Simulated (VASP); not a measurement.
**Al17N18 (a cell with a defect): single point with PBE**

The system is Al17N18 (a cell with a defect).

```xyz
35
Lattice="-4.6953 -2.7108 5.0180 4.6953 -2.7108 5.0180 0.0000 5.4217 5.0180" Properties=species:S:1:pos:R:3 pbc="T T T"
Al   -1.5505    0.8669    7.5112
Al    3.0927   -1.7991    7.5112
Al   -3.0897   -1.7991    7.5112
Al    1.5535    0.8669    7.5112
Al    1.5407    0.9345   12.5292
Al    0.0015    3.6152    7.5122
Al    0.0015   -1.8064   12.3278
Al   -1.5377    0.9345   12.5292
Al   -1.5616   -0.9040   10.0562
Al   -3.1310    1.8067    9.9860
Al    1.5646   -0.9040   10.0562
Al    0.0015    1.8107    4.9680
Al    0.0015    1.8096   10.0933
Al    0.0015   -3.6113   10.0562
Al   -1.5622   -0.9036    5.0753
Al    3.1340    1.8067    9.9860
Al    1.5652   -0.9036    5.0753
N     0.0015   -1.8064    9.8553
N    -1.5614    0.9065    9.4258
N    -1.5628    0.9014    4.4078
N     1.5659    0.9014    4.4078
N     1.5644    0.9065    9.4258
N    -3.1258   -1.8056    4.4078
N     0.0015   -1.8064    4.3999
N     0.0015    3.6152    4.3508
N     3.1288   -1.8056    4.4078
N    -1.7105   -0.8180    6.8787
N    -3.0570    1.8494    6.9682
N     1.7136   -0.8180    6.8787
N     0.0015    1.7252    1.9501
N     0.0015    1.8184    6.8976
N     0.0015   -3.7833    6.8787
N    -1.5546   -0.9080    1.8796
N     3.0600    1.8494    6.9681
N     1.5576   -0.9080    1.8796
```

| Item | Value |
| --- | --- |
| Program | VASP 6.6.1 |
| Task | single point |
| Functional | PBE |
| Potentials or basis | VASP PAW PBE potentials, release 64 (Al, N) |
| Cutoff | 520 eV |
| k mesh | 2 × 2 × 2, shifted |
| Occupations | gaussian, width 0.02 eV |
| Spin | collinear spin |

- Largest force: 0.008 eV/Å
- Net moment: 0.00 μB per cell
- Valence electrons inside the program's atomic spheres: Al 0.84, 0.82, 0.77, 0.83 (each value once); N 3.88, 3.87, 3.85, 3.83, 3.86 (each value once)

Forces in eV/Å, atoms in the order of the input:
```
Al  -0.001  0.005  0.003
Al   0.005 -0.002  0.003
Al  -0.005 -0.002  0.003
Al   0.001  0.005  0.003
Al   0.004 -0.003  0.003
Al   0.000  0.000 -0.005
Al   0.000  0.000  0.005
Al  -0.004 -0.003  0.003
Al  -0.001  0.001  0.003
Al   0.000  0.000  0.001
Al   0.001  0.001  0.003
Al   0.000  0.000  0.001
Al   0.000 -0.002 -0.008
Al   0.000 -0.002  0.003
Al  -0.002  0.001 -0.008
Al   0.000  0.000  0.001
Al   0.002  0.001 -0.008
N    0.000  0.000 -0.006
N    0.000  0.001 -0.004
N    0.001  0.000 -0.004
N   -0.001  0.000 -0.004
N    0.000  0.001 -0.004
N    0.001 -0.001 -0.004
N    0.000  0.000 -0.001
N    0.000  0.000  0.006
N   -0.001 -0.001 -0.004
N   -0.004  0.003  0.000
N    0.007  0.004  0.001
N    0.004  0.003  0.000
N    0.000 -0.008  0.001
N    0.000 -0.001  0.005
N    0.000 -0.005  0.000
N   -0.001  0.001  0.005
N   -0.007  0.004  0.001
N    0.001  0.001  0.005
```

Levels at points of the mesh, in eV from the Fermi level:
Spin up:
```tsv
k point	band 68	band 69	band 70	band 71	band 72	band 73	band 74	band 75	band 76	band 77
(0.25, 0.25, 0.25)	-1.51	-1.35	-0.74	-0.12	-0.12	3.87	4.54	4.54	4.55	4.67
```
Spin down:
```csv
k point,band 70,band 71,band 72,band 73,band 74,band 75
"(0.25, 0.25, 0.25)",-0.74,-0.12,-0.12,3.87,4.54,4.54
```

It took 5.8 min on 1 thread of Oxide Virtual Turin-like Processor, on a shared host, peak memory 0.55 GiB.

Caveat: the cell carries a net charge on a neutralising background, which shifts energy and pressure; the cell is charged against a uniform background, so pressure and absolute levels hang on convention.
